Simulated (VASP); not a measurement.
W3N4:

```
W N
1.0
     4.12200    0.00000    0.00000
     0.00000    4.12200    0.00000
     0.00000    0.00000    4.12200
W N
3 4
Direct
  0.50000 0.50000 0.00000
  0.00000 0.50000 0.50000
  0.50000 0.00000 0.50000
  0.50000 0.50000 0.50000
  0.50000 0.00000 0.00000
  0.00000 0.50000 0.00000
  0.00000 0.00000 0.50000
```

| Quantity | Value |
| --- | --- |
| Program | VASP 6.6.1 |
| Task | relaxation of volume and atoms at fixed shape |
| Functional | LDA |
| Potentials or basis | VASP PAW LDA potentials, release 64 (W_sv, N) |
| Cutoff | 600 eV |
| k mesh | 5 × 5 × 5 |
| Occupations | fermi-dirac, width 0.02 eV |
| Spin | no spin polarisation |

At the start: pressure 12.9 GPa; volume 10.01 Å³/atom.

Q: Where does the relaxation end?

A: Over 4 steps the energy falls by 12.2 meV/atom and the volume is 10.32 Å³/atom (+3.1 %); space group Pm-3m (No. 221, to 0.05 Å).

The path:
```
step  energy change (eV)  largest force (eV/Å)  pressure (GPa)  volume (Å³)
   1              0.0000                0.0000           12.87        70.04
   2              0.4891                0.0000          -27.13        78.50
   3             -0.0852                0.0000           -0.40        72.29
   4             -0.0853                0.0000           -0.02        72.22
```

Final structure:
```cif
data_structure
_symmetry_space_group_name_H-M 'P 1'
_symmetry_Int_Tables_number 1
_cell_length_a 4.1644
_cell_length_b 4.1644
_cell_length_c 4.1644
_cell_angle_alpha 90.000
_cell_angle_beta 90.000
_cell_angle_gamma 90.000
_cell_volume 72.22
loop_
_atom_site_label
_atom_site_type_symbol
_atom_site_fract_x
_atom_site_fract_y
_atom_site_fract_z
_atom_site_occupancy
W1 W 0.50000 0.50000 0.00000 1
W2 W 0.00000 0.50000 0.50000 1
W3 W 0.50000 0.00000 0.50000 1
N1 N 0.50000 0.50000 0.50000 1
N2 N 0.50000 0.00000 0.00000 1
N3 N 0.00000 0.50000 0.00000 1
N4 N 0.00000 0.00000 0.50000 1
```
